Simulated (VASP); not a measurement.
The system is SrO.

```
Sr O
1.0
     0.00000    2.79228    2.79228
     2.79228    0.00000    2.79228
     2.79228    2.79228    0.00000
Sr O
1 1
Direct
  0.00000 0.00000 0.00000
  0.25000 0.25000 0.25000
```

Base run:

* Program: VASP 6.6.1
* Functional: PBE
* Potentials or basis: VASP PAW PBE potentials, release 64 (Sr_sv, O)
* Cutoff: 600 eV
* k mesh: 6 × 6 × 6
* Occupations: gaussian, width 0.01 eV
* Spin: no spin polarisation

Its results: band gap on the k mesh 2.53 eV, indirect (least direct gap 3.37 eV); pressure 1.4 GPa.

Q: The run is repeated on the same cell with these changes: functional from PBE to r2SCAN; cutoff from 600 eV to 660 eV. What comes out?

A: Band gap on the k mesh 2.91 eV, indirect (least direct gap 3.75 eV); pressure 0.4 GPa.

r2SCAN gives the wider gap, since meta-GGAs in the generalised Kohn-Sham scheme recover part of the derivative discontinuity.

Caveats: the PAW data sets were made with another functional, which shifts forces and pressure a little (some runs).

A k mesh can miss the band edges.
